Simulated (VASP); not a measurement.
A run of VASP 6.6.1 is set up as follows.

Contents of POSCAR:

```
Sb
1.0
    2.1706020527      1.2531976795      3.8710910875
   -2.1706020527      1.2531976795      3.8710910875
    0.0000000000     -2.5063953589      3.8710910875
Sb
2
Direct
    0.2313018333      0.2313018333      0.2313018333
    0.7686981667      0.7686981667      0.7686981667
```

Contents of INCAR.step1:

```
PREC = Accurate
ENCUT = 520
ISMEAR = -1
SIGMA = 0.1
LREAL = False
LASPH = True
NELM = 100
NBANDS = 12
GGA = PE
ALGO = Normal
EDIFF = 1E-4
LWAVE = True
LCHARG = False
```

INCAR.step2

```
PREC = Accurate
ENCUT = 520
EDIFF = 1E-6
ISMEAR = -1
SIGMA = 0.1
LREAL = False
LASPH = True
NELM = 100
ALGO = Normal
ISIF = 2
LWAVE = False
LCHARG = True
METAGGA = R2SCAN
LMIXTAU = True
LELF = True
LVHAR = True
NBANDS = 12
ISTART = 1
```

KPOINTS

```
regular mesh
0
Gamma
  3 3 3
```

Potentials or basis: VASP PAW PBE potentials, release 64 (Sb).

Command:

```bash
$ cat potpaw_PBE.64/Sb/POTCAR > POTCAR
$ cp INCAR.step1 INCAR
$ mpirun -np 1 vasp_std > vasp.out
$ cp INCAR.step2 INCAR
$ mpirun -np 1 vasp_std > vasp.out
```

**Question.** What does it give for the largest force?

**Answer.** 0.213 eV/Å.

**Question.** What does it give for the pressure?

**Answer.** 0.7 GPa.

**Question.** Estimate the band gap on the k mesh.

**Answer.** 1.28 eV, indirect (least direct gap 1.38 eV).

Forces in eV/Å, atoms in the order of the input:
```
Sb   0.000  0.000 -0.213
Sb   0.000  0.000  0.213
```

Caveat: the k points lie up to 0.59 Å⁻¹ apart; the PAW data sets were made with another functional, which shifts forces and pressure a little; spin-orbit coupling is left out, which moves the levels of the heavy elements. A k mesh can miss the band edges.
